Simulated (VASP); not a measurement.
Runs of VASP 6.6.1 on Li2Bi. The structure is that of space group Fd-3m (No. 227), or close to it. The cells are those of the table. 

| task | cell | k mesh | cutoff (eV) | gap on the mesh (eV) | pressure (GPa) | relaxed volume (Å³/atom) |
| --- | --- | --- | --- | --- | --- | --- |
| single point | a = 5.683 Å, angles 60.0°, 6 atoms | 4 × 4 × 4 | 520 | none | - | - |
| relaxation of cell and atoms | relaxed from a = 5.394 Å, angles 60.0°, 6 atoms | 4 × 4 × 4 | 600 | none | 0.0 | 21.63 |
| relaxation of cell and atoms | relaxed from a = 5.683 Å, angles 60.0°, 6 atoms | 8 × 8 × 8 | 600 | none | 0.0 | (a) |
| single point | a = 5.394 Å, angles 60.0°, 6 atoms | 4 × 4 × 4 | 520 | none | - | - |
| single point | a = 5.656 Å, angles 60.0°, 6 atoms | 8 × 8 × 8 | 520 | none | - | - |

Alike in all rows: level PBE; potentials or basis VASP PAW PBE potentials, release 64 (Li_sv, Bi_d); no spin polarisation; smearing gaussian 0.1 eV.

**Question.** Fill in the values left out.

**Answer.** (a) 21.29.

Caveats: the cutoff is under 1.25 times the usual one of these potentials, so pressure, stress and relaxed cells hold a basis-set (Pulay) error; spin-orbit coupling is left out, which moves the levels of the heavy elements; the volume moved by over 15 % at a fixed basis, so the end points are rough (some runs).

A k mesh can miss the band edges, and the runs leave out spin-orbit coupling on Bi.

A gap of «none» marks levels without a gap at the run's occupations.
